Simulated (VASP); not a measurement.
TaN:

```xyz
2
Lattice="2.8785 0.0000 0.0000 -1.4393 2.4929 0.0000 0.0000 0.0000 2.8246" Properties=species:S:1:pos:R:3 pbc="T T T"
Ta    0.0000    1.6619    1.4123
N     0.0000    0.0000    0.0000
```

This cell differs from its parent crystal: volume scaled by 0.9405.

Base run:

- Program: VASP 6.6.1
- Functional: PBEsol
- Potentials or basis: VASP PAW PBE potentials, release 64 (Ta_pv, N)
- Cutoff: 520 eV
- k mesh: 12 × 12 × 10
- Occupations: fermi-dirac, width 0.02 eV
- Spin: no spin polarisation

Its results: band gap on the k mesh zero (band 8 reaches 9.16 eV, above the bottom of band 9 at 8.62 eV); pressure 20.3 GPa.

Problem. The run is repeated on the same cell with these changes: potentials or basis from VASP PAW PBE potentials, release 64 (Ta_pv, N) to VASP PAW PBE potentials, release 64 (Ta_sv_GW, N); further incar settings from ALGO = Normal; EDIFF = 1e-07; NBANDS = 15 to ALGO = Normal; EDIFF = 1e-08; NBANDS = 16; valence electrons from 16 to 18. What comes out?

Solution. Band gap on the k mesh zero (band 9 reaches 13.62 eV, above the bottom of band 10 at 13.08 eV); pressure 19.1 GPa.

Caveats: the PAW data sets were made with another functional, which shifts forces and pressure a little; spin-orbit coupling is left out, which moves the levels of the heavy elements.
